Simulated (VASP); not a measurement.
**In3BiSb2: single point with PBE**

The system is In3BiSb2.

```
Sb Bi In
1.0
     4.79212    0.00000    0.00000
    -2.39606    4.15010    0.00000
     0.00000    0.00000   11.72956
Sb Bi In
2 1 3
Cartesian
  0.0000 0.0000 0.0348
  0.0000 2.7667 3.8851
  2.3961 1.3834 7.8078
  0.0000 2.7667 0.9779
  2.3961 1.3834 4.8239
  0.0000 0.0000 8.8620
```

This cell differs from its parent crystal: volume changed by +3%.

```json
{
 "Program": "VASP 6.6.1",
 "Task": "single point",
 "Functional": "PBE",
 "Potentials or basis": "VASP PAW PBE potentials, release 64 (Sb, Bi_d, In_d)",
 "Cutoff": "520 eV",
 "k mesh": "6 × 6 × 2",
 "Occupations": "fermi-dirac, width 0.02 eV",
 "Spin": "no spin polarisation",
 "Dipole correction": "no",
 "Further INCAR settings": "ALGO = Normal; EDIFF = 1e-06; NBANDS = 41"
}
```

| Quantity | Value |
| --- | --- |
| Pressure | -1.0 GPa |
| Largest force | 0.015 eV/Å |
| Band gap on the k mesh | zero (filled and empty bands touch) |

Forces on the atoms (eV/Å):
```
Sb   0.000  0.000 -0.006
Sb   0.000  0.000 -0.008
Bi   0.000  0.000  0.015
In   0.000  0.000  0.005
In   0.000  0.000 -0.004
In   0.000  0.000 -0.002
```

Levels at points of the mesh, in eV from the Fermi level:
```csv
k point,band 29,band 30,band 31,band 32,band 33,band 34,band 35,band 36
"(0.00, 0.00, 0.00)",-0.68,-0.68,-0.09,0.00,0.00,0.20,0.28,2.83
"(0.50, 0.00, 0.00)",-2.02,-1.91,-1.37,-1.11,1.18,1.29,1.37,1.43
"(0.00, 0.00, 0.50)",-0.48,-0.48,-0.15,-0.15,0.08,0.37,0.51,3.16
"(0.50, 0.00, 0.50)",-1.90,-1.69,-0.92,-0.88,0.08,1.36,1.53,2.43
```

It took 4.7 min on 1 thread of AMD EPYC 7R13 (shared host), peak memory 0.38 GiB.

Caveat: spin-orbit coupling is left out, which moves the levels of the heavy elements.
